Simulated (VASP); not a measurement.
# CsNdBr4 (F-43m) in VASP: further runs

Runs on CsNdBr4. Level: PBE. Tasks: relaxation of cell and atoms.

All numbers are computed with VASP 6.6.1; they aren't measurements. Logs are shortened: lines on timing, memory, paths and dates and some standing lists are left out, and cuts for length are marked.

### Step 1. The cell of the first run

The structure is cubic, space group F-43m (No. 216). The conventional cell has a = 9.280 Å, b = 9.280 Å, c = 9.280 Å, α = 90.00°, β = 90.00°, γ = 90.00°. Within 5.1 Å of Cs (site symmetry -43m) lie 12 Br at 3.85 Å and 4 Nd at 4.02 Å. Nd (site symmetry -43m) has 12 Br at 3.85 Å and 4 Cs at 4.02 Å within 5.1 Å. Within 4.3 Å of Br (site symmetry 3m) lie 6 Br at 3.28 to 3.29 Å and 3 Nd at 3.85 Å and 3 Cs at 3.85 Å.

The cell was built from a structure type or drawn by symmetry, and may not be a known phase.

### Step 2. Relaxation of cell and atoms, PBE

Input file INCAR:

```
PREC = Accurate
ENCUT = 500
EDIFF = 1E-7
ISMEAR = 0
SIGMA = 0.1
LREAL = F
LASPH = T
NELM = 200
ALGO = Normal
ISIF = 3
LWAVE = F
LCHARG = F
GGA = PE
IBRION = 2
NSW = 100
EDIFFG = -0.01
GGA_COMPAT = F
NELMIN = 4
LMAXMIX = 6
```

Input file KPOINTS:

```
Automatic mesh
0
Gamma
  8 8 8
```

Input file POSCAR:

```
CsNdBr4
1.0
    0.0000000000      4.6402431869      4.6402431869
    4.6402431869      0.0000000000      4.6402431869
    4.6402431869      4.6402431869      0.0000000000
Cs Nd Br
1 1 4
Direct
    0.7500000000      0.7500000000      0.7500000000
    0.0000000000      0.0000000000      0.0000000000
    0.8754895104      0.3748368299      0.3748368299
    0.3748368299      0.3748368299      0.3748368299
    0.3748368299      0.8754895104      0.3748368299
    0.3748368299      0.3748368299      0.8754895104
```

Potentials or basis: VASP PAW PBE potentials, release 64 (Cs_sv, Nd_3, Br), 4f in core.

Run with:

```bash
$ cat potpaw_PBE.64/Cs_sv/POTCAR potpaw_PBE.64/Nd_3/POTCAR potpaw_PBE.64/Br/POTCAR > POTCAR
$ mpirun -np 1 vasp_std > vasp.out
```

OUTCAR:

```text
PREC = Accurate
   ENCUT = 500
   EDIFF = 1E-7
   ISMEAR = 0
   LREAL = F
   LASPH = T
   NELM = 200
   ISIF = 3
   GGA = PE
   IBRION = 2
   NSW = 100
   EDIFFG = -0.01
   NELMIN = 4

 ion  position               nearest neighbor table
   1  0.750  0.750  0.750-
   2  0.000  0.000  0.000-
   3  0.875  0.375  0.375-
   4  0.375  0.375  0.375-
   5  0.375  0.875  0.375-
   6  0.375  0.375  0.875-

  LATTYP: Found a face centered cubic cell.
 ALAT       =     9.2804863738

  Lattice vectors:

 A1 = (   0.0000000000,   4.6402431869,   4.6402431869)
 A2 = (   4.6402431869,   0.0000000000,   4.6402431869)
 A3 = (   4.6402431869,   4.6402431869,   0.0000000000)

Analysis of symmetry for initial positions (statically):
=====================================================================
 Subroutine PRICEL returns:
 Original cell was already a primitive cell.

 Routine SETGRP: Setting up the symmetry group for a
 face centered cubic supercell.

 Subroutine GETGRP returns: Found 24 space group operations
 (whereof 24 operations were pure point group operations)
 out of a pool of 48 trial point group operations.

The static configuration has the point symmetry T_d .

Analysis of symmetry for dynamics (positions and initial velocities):
=====================================================================
 Subroutine PRICEL returns:
 Original cell was already a primitive cell.

 Routine SETGRP: Setting up the symmetry group for a
 face centered cubic supercell.

 Subroutine GETGRP returns: Found 24 space group operations
 (whereof 24 operations were pure point group operations)
 out of a pool of 48 trial point group operations.

The dynamic configuration has the point symmetry T_d .

 Subroutine INISYM returns: Found 24 space group operations
 (whereof 24 operations are pure point group operations),
 and found     1 'primitive' translations

----------------------------------------------------------------------------------------

                                     Primitive cell

  volume of cell :     199.8261

  direct lattice vectors                    reciprocal lattice vectors
     0.000000000  4.640243187  4.640243187    -0.107752973  0.107752973  0.107752973
     4.640243187  0.000000000  4.640243187     0.107752973 -0.107752973  0.107752973
     4.640243187  4.640243187  0.000000000     0.107752973  0.107752973 -0.107752973

  length of vectors
     6.562294848  6.562294848  6.562294848     0.186633624  0.186633624  0.186633624

  position of ions in fractional coordinates (direct lattice)
     0.750000000  0.750000000  0.750000000
     0.000000000  0.000000000  0.000000000
     0.875489510  0.374836830  0.374836830
     0.374836830  0.374836830  0.374836830
     0.374836830  0.875489510  0.374836830
     0.374836830  0.374836830  0.875489510

  ion indices of the primitive-cell ions
   primitive index   ion index
                 1           1
                 2           2
                 3           3
                 4           4
                 5           5
                 6           6

----------------------------------------------------------------------------------------

 KPOINTS: Automatic mesh

Automatic generation of k-mesh.
 Grid dimensions read from file:
 generate k-points for:    8    8    8

 Generating k-lattice:

  Cartesian coordinates                     Fractional coordinates (reciprocal lattice)
    -0.013469122  0.013469122  0.013469122     0.125000000  0.000000000  0.000000000
     0.013469122 -0.013469122  0.013469122     0.000000000  0.125000000  0.000000000
     0.013469122  0.013469122 -0.013469122     0.000000000  0.000000000  0.125000000

  Length of vectors
     0.023329203  0.023329203  0.023329203

  Shift w.r.t. Gamma in fractional coordinates (k-lattice)
     0.000000000  0.000000000  0.000000000

 Subroutine IBZKPT returns following result:
 ===========================================

 Found     29 irreducible k-points:

 Following reciprocal coordinates:
            Coordinates               Weight
  0.000000  0.000000  0.000000      1.000000
  0.125000  0.000000  0.000000      8.000000
  0.250000  0.000000  0.000000      8.000000
  0.375000  0.000000  0.000000      8.000000
  0.500000  0.000000  0.000000      4.000000
  0.125000  0.125000  0.000000      6.000000
[... 16 lines left out ...]
  0.500000  0.250000  0.125000     48.000000
 -0.375000  0.250000  0.125000     24.000000
 [... further k-points ...]
   k-points           NKPTS =     29   k-points in BZ     NKDIM =     29   number of bands    NBANDS=     28
   number of dos      NEDOS =    301   number of ions     NIONS =      6
   total plane-waves  NPLWV = 110592
   dimension x,y,z NGX =    48 NGY =   48 NGZ =   48
   dimension x,y,z NGXF=    96 NGYF=   96 NGZF=   96
   ions per type =               1   1   4
   NGX,Y,Z   is equivalent  to a cutoff of  12.16, 12.16, 12.16 a.u.
   NGXF,Y,Z  is equivalent  to a cutoff of  24.32, 24.32, 24.32 a.u.
 SYSTEM =  unknown system
   PREC   = accura    normal or accurate (medium, high low for compatibility)
   ISTART =      0    job   : 0-new  1-cont  2-samecut
   ICHARG =      2    charge: 1-file 2-atom 10-const
   ISPIN  =      1    spin polarized calculation?
   LNONCOLLINEAR =      F non collinear calculations
   LSORBIT =      F    spin-orbit coupling
   LASPH  =      T    aspherical Exc in radial PAW
   ENCUT  =  500.0 eV  36.75 Ry    6.06 a.u.  11.96 11.96 11.96*2*pi/ulx,y,z
   NELM   =    200;   NELMIN=  4; NELMDL= -5     # of ELM steps
   EDIFF  = 0.1E-06   stopping-criterion for ELM
   LREAL  =      F    real-space projection
   EDIFFG = -.1E-01   stopping-criterion for IOM
   NSW    =    100    number of steps for IOM
   IBRION =      2    ionic relax: 0-MD 1-quasi-New 2-CG
   NFREE  =      1    steps in history (QN), initial steepest desc. (CG)
   ISIF   =      3    stress and relaxation
   ISYM   =      2    0-nonsym 1-usesym 2-fastsym
   POTIM  = 0.5000    time-step for ionic-motion
   TEBEG  =    0.0;   TEEND  =   0.0 temperature during run
   PSTRESS=    0.0 pullay stress
   NELECT =      48.0000    total number of electrons
   NUPDOWN=      -1.0000    fix difference up-down
   EMIN   =  10.00;   EMAX   =-10.00  energy-range for DOS
   EFERMI =   0.00;   METHOD = LEGACY
   ISMEAR =     0;   SIGMA  =   0.10  broadening in eV -4-tet -1-fermi 0-gaus
   EFERMI_NEDOS =   21; number of points for ismear=-14 and -15
   IALGO  =     38    algorithm
   IMIX   =      4    mixing-type and parameters
     AMIX     =   0.40;   BMIX     =  1.00
     AMIX_MAG =   1.60;   BMIX_MAG =  1.00
  volume/ion in A,a.u.               =      33.30       224.75
  Fermi-wavevector in a.u.,A,eV,Ry     =   1.017664  1.923107 14.090744  1.035640
  Thomas-Fermi vector in A             =   2.151078
   LORBIT       =      0    0 simple, 1 ext, 2 COOP (PROOUT), +10 PAW based schemes
   GGA     = PE    functional components
   LHFCALC =     F    Hartree Fock is set to
   AEXX    =    0.0000 exact exchange contribution
   IVDW    =     0    specifies the selected vdW correction
   LEPSILON=     F    determine dielectric tensor
   LRPA    =     F    only Hartree local field effects (RPA)
 conjugate gradient relaxation of ions
 non-spin polarized calculation
 Gauss-broadening in eV      SIGMA  =   0.10
  energy-cutoff  :      500.00
  volume of cell :      199.83
 maximum number of plane-waves:      5104
   NGX = 23   NGY = 23   NGZ = 23

 number of electron      47.9999989 magnetization

 Free energy of the ion-electron system (eV)
  ---------------------------------------------------
  ext. energy  EPLUGINS =         0.00000000
  ---------------------------------------------------
  free energy    TOTEN  =       -15.15848610 eV

  energy without entropy =      -15.13083424  energy(sigma->0) =      -15.14466017

 E-fermi :   2.7565     XC(G=0):  -8.7152

 val. band max:        2.7534494977   @ k =  -0.1250   0.1250   0.0000
 cond. band min:       2.7623529267   @ k =   0.5000   0.1250   0.0000
 fundamental gap:      0.0089034290
 Fermi energy:         2.7565460761

 k-point     1 :       0.0000    0.0000    0.0000
  band No.  band energies     occupation
      1     -38.3692      2.00000
      2     -19.6942      2.00000
      3     -19.2898      2.00000
      4     -19.2898      2.00000
      5     -19.2898      2.00000
      6     -12.3766      2.00000
[... 20 lines left out ...]
     27       3.1328      0.00000
     28       3.1328      0.00000

 k-point     2 :       0.1250    0.0000    0.0000
  band No.  band energies     occupation
      1     -38.3692      2.00000
      2     -19.6955      2.00000
      3     -19.2898      2.00000
      4     -19.2898      2.00000
      5     -19.2884      2.00000
      6     -12.3506      2.00000
[... 20 lines left out ...]
     27       3.1621      0.00000
     28       3.1621      0.00000

 k-point     3 :       0.2500    0.0000    0.0000
  band No.  band energies     occupation
      1     -38.3692      2.00000
      2     -19.6986      2.00000
      3     -19.2899      2.00000
      4     -19.2899      2.00000
      5     -19.2850      2.00000
      6     -12.2789      2.00000
[... 20 lines left out ...]
     27       3.2161      0.00000
     28       3.4921      0.00000

 k-point     4 :       0.3750    0.0000    0.0000
  band No.  band energies     occupation
      1     -38.3692      2.00000
      2     -19.7016      2.00000
      3     -19.2900      2.00000
      4     -19.2900      2.00000
      5     -19.2818      2.00000
      6     -12.1862      2.00000
[... 578 lines left out ...]
     27       3.1969      0.00000
     28       3.4657      0.00000

 k-point    23 :       0.5000    0.2500    0.1250
  band No.  band energies     occupation
      1     -38.3692      2.00000
      2     -19.7032      2.00000
      3     -19.2909      2.00000
      4     -19.2902      2.00000
      5     -19.2791      2.00000
      6     -12.1160      2.00000
[... 20 lines left out ...]
     27       3.2259      0.00000
     28       3.4018      0.00000

 k-point    24 :      -0.3750    0.2500    0.1250
  band No.  band energies     occupation
      1     -38.3692      2.00000
      2     -19.7042      2.00000
      3     -19.2911      2.00000
      4     -19.2902      2.00000
      5     -19.2779      2.00000
      6     -12.0598      2.00000
[... 20 lines left out ...]
     27       3.2589      0.00000
     28       3.3324      0.00000

 [... further k-points ...]
[... 5 lines left out ...]
  --------------------------------------------------------------------------------------
  -------------------------------------------------------------------------------------
  Total        0.0194665      0.0194665      0.0194665      0.0000000     -0.0000000     -0.0000000
  in kB        0.1560798      0.1560798      0.1560798      0.0000000     -0.0000000     -0.0000000
  external PRESSURE =       0.1560798 kB  Pullay stress =       0.0000000 kB

 VOLUME and BASIS-vectors are now :
 -----------------------------------------------------------------------------
  energy-cutoff  :      500.00
  volume of cell :      199.83
      direct lattice vectors                 reciprocal lattice vectors
     0.000000000  4.640243187  4.640243187    -0.107752973  0.107752973  0.107752973
     4.640243187  0.000000000  4.640243187     0.107752973 -0.107752973  0.107752973
     4.640243187  4.640243187  0.000000000     0.107752973  0.107752973 -0.107752973

 POSITION                                       TOTAL-FORCE (eV/Angst)
 -----------------------------------------------------------------------------------
      6.96036      6.96036      6.96036         0.000000     -0.000000     -0.000000
      0.00000      0.00000      0.00000         0.000000     -0.000000     -0.000000
      3.47867      5.80182      5.80182        -0.002763      0.002763      0.002763
      3.47867      3.47867      3.47867        -0.002763     -0.002763     -0.002763
      5.80182      3.47867      5.80182         0.002763     -0.002763      0.002763
      5.80182      5.80182      3.47867         0.002763      0.002763     -0.002763
 -----------------------------------------------------------------------------------
    total drift:                               -0.000001     -0.000001     -0.000001

  FREE ENERGIE OF THE ION-ELECTRON SYSTEM (eV)
  ---------------------------------------------------
  free  energy   TOTEN  =       -15.1584861019 eV

  energy  without entropy=      -15.1308342358  energy(sigma->0) =      -15.14466017

 reached required accuracy - stopping structural energy minimisation
```

Run time: 3.7 min. Hardware: 1 thread of Intel Xeon Platinum 8259CL at 2.50GHz (Skylake/Cascade Lake), shared host; peak memory 0.42 GiB.

What came out:

- Free energy: -15.1585 eV
- Pressure after relaxing: 0.0 GPa
- Largest force after relaxing: 0.005 eV/Å
- Band gap on the k mesh: zero (bands 24 and 25 overlap by 0.13 eV)

Forces in eV/Å, atoms in the order of the input:
```
Cs   0.000  0.000  0.000
Nd   0.000  0.000  0.000
Br  -0.003  0.003  0.003
Br  -0.003 -0.003 -0.003
Br   0.003 -0.003  0.003
Br   0.003  0.003 -0.003
```

Final structure:
```
CELL_PARAMETERS angstrom
0.00000 4.64024 4.64024
4.64024 0.00000 4.64024
4.64024 4.64024 0.00000
ATOMIC_POSITIONS crystal
Cs 0.75000 0.75000 0.75000
Nd 0.00000 0.00000 0.00000
Br 0.87549 0.37484 0.37484
Br 0.37484 0.37484 0.37484
Br 0.37484 0.87549 0.37484
Br 0.37484 0.37484 0.87549
```

Levels at points of the mesh, in eV from the Fermi level:
| k point | band 20 | band 21 | band 22 | band 23 | band 24 | band 25 | band 26 | band 27 | band 28 |
| --- | --- | --- | --- | --- | --- | --- | --- | --- | --- |
| (0.00, 0.00, 0.00) | -1.03 | -1.03 | -0.16 | 0.08 | 0.08 | 0.08 | 0.38 | 0.38 | 0.38 |
| (0.50, 0.00, 0.00) | -2.50 | -2.09 | -1.01 | -0.16 | -0.16 | -0.05 | 0.62 | 0.63 | 0.68 |
| (0.50, 0.50, 0.00) | -2.51 | -2.32 | -2.32 | -0.25 | -0.25 | 0.18 | 0.28 | 0.28 | 0.35 |

Caveat: the relaxation stopped at its first step, so nothing moved; spin-orbit coupling is left out, which moves the levels of the heavy elements; the 4f electrons are frozen in the core, so they carry no moment and show no levels; the run has no spin polarisation, though such a crystal can be magnetic.

### Step 3. Relaxation of cell and atoms, PBE

This run uses another cell than the first one, of 36.59 Å³/atom.

Input file INCAR:

```
PREC     = Accurate       # precision mode
ENCUT    = 500            # plane-wave cutoff, eV
EDIFF    = 1E-7           # SCF threshold, eV
ISMEAR   = 0              # smearing method
SIGMA    = 0.1            # smearing width, eV
LREAL    = False          # projectors in reciprocal space
LASPH    = True           # aspherical terms in the spheres
NELM     = 200            # most SCF steps
ALGO     = Normal         # electronic algorithm
ISIF     = 3              # what is computed and relaxed
LWAVE    = False          # write WAVECAR
LCHARG   = False          # write CHGCAR
GGA      = PE             # functional
IBRION   = 2              # ionic algorithm
NSW      = 100            # ionic steps
EDIFFG   = -0.01          # ionic threshold
GGA_COMPAT= False        
NELMIN   = 4            
LMAXMIX  = 6              # l up to which the mixer works
```

Input file KPOINTS:

```
regular mesh
0
Gamma
  8 8 8
```

Input file POSCAR:

```
CsNdBr4
1.0
    0.0000000000      4.7880318200      4.7880318200
    4.7880318200      0.0000000000      4.7880318200
    4.7880318200      4.7880318200      0.0000000000
Cs Nd Br
1 1 4
Direct
    0.7500000000      0.7500000000      0.7500000000
    0.0000000000      0.0000000000      0.0000000000
    0.8754549900      0.3748483400      0.3748483400
    0.3748483400      0.3748483400      0.3748483400
    0.3748483400      0.8754549900      0.3748483400
    0.3748483400      0.3748483400      0.8754549900
```

Potentials or basis: VASP PAW PBE potentials, release 64 (Cs_sv, Nd_3, Br), 4f in core.

Run with:

```bash
$ cat potpaw_PBE.64/Cs_sv/POTCAR potpaw_PBE.64/Nd_3/POTCAR potpaw_PBE.64/Br/POTCAR > POTCAR
$ mpirun -np 1 vasp_std > vasp.out
```

It took 14 min on 1 thread of Intel Xeon Platinum 8259CL at 2.50GHz (Skylake/Cascade Lake), shared host; peak memory 0.49 GiB.

It converged, with:

| Property | Result |
| --- | --- |
| Free energy | -15.1594 eV |
| Relaxed volume | 33.33 Å³/atom |
| Relaxed cell | a = 6.564 Å, b = 6.564 Å, c = 6.564 Å, α = 60.00°, β = 60.00°, γ = 60.00° |
| Space group after relaxing (to 0.1 Å) | F-43m (No. 216) |
| Energy gained by relaxing | 20.5 meV/atom |
| Ionic steps | 4 |
| Pressure after relaxing | 0.0 GPa |
| Band gap on the k mesh | zero (bands 24 and 25 overlap by 0.13 eV) |

Step by step:
```csv
step,energy change (eV),largest force (eV/Å),pressure (GPa),volume (Å³)
1,0.0000,0.0113,-1.84,219.53
2,-0.1077,0.0031,-0.72,206.45
3,-0.1227,0.0011,-0.06,200.48
4,-0.1228,0.0014,0.00,199.96
```

Final structure:
```
Cs Nd Br
1.0
     0.00000    4.64126    4.64126
     4.64126    0.00000    4.64126
     4.64126    4.64126    0.00000
Cs Nd Br
1 1 4
Direct
  0.75000 0.75000 0.75000
  0.00000 0.00000 0.00000
  0.87561 0.37480 0.37480
  0.37480 0.37480 0.37480
  0.37480 0.87561 0.37480
  0.37480 0.37480 0.87561
```

Levels at points of the mesh, in eV from the Fermi level:
| k point | band 20 | band 21 | band 22 | band 23 | band 24 | band 25 | band 26 | band 27 | band 28 |
| --- | --- | --- | --- | --- | --- | --- | --- | --- | --- |
| (0.00, 0.00, 0.00) | -1.03 | -1.03 | -0.16 | 0.08 | 0.08 | 0.08 | 0.38 | 0.38 | 0.38 |
| (0.50, 0.00, 0.00) | -2.49 | -2.08 | -1.01 | -0.16 | -0.16 | -0.05 | 0.62 | 0.62 | 0.68 |
| (0.50, 0.50, 0.00) | -2.51 | -2.32 | -2.32 | -0.25 | -0.25 | 0.18 | 0.28 | 0.28 | 0.35 |

Caveat: spin-orbit coupling is left out, which moves the levels of the heavy elements; the 4f electrons are frozen in the core, so they carry no moment and show no levels; the run has no spin polarisation, though such a crystal can be magnetic. Spin polarisation is off, so any magnetic state and its effect on volume and gap are missing.
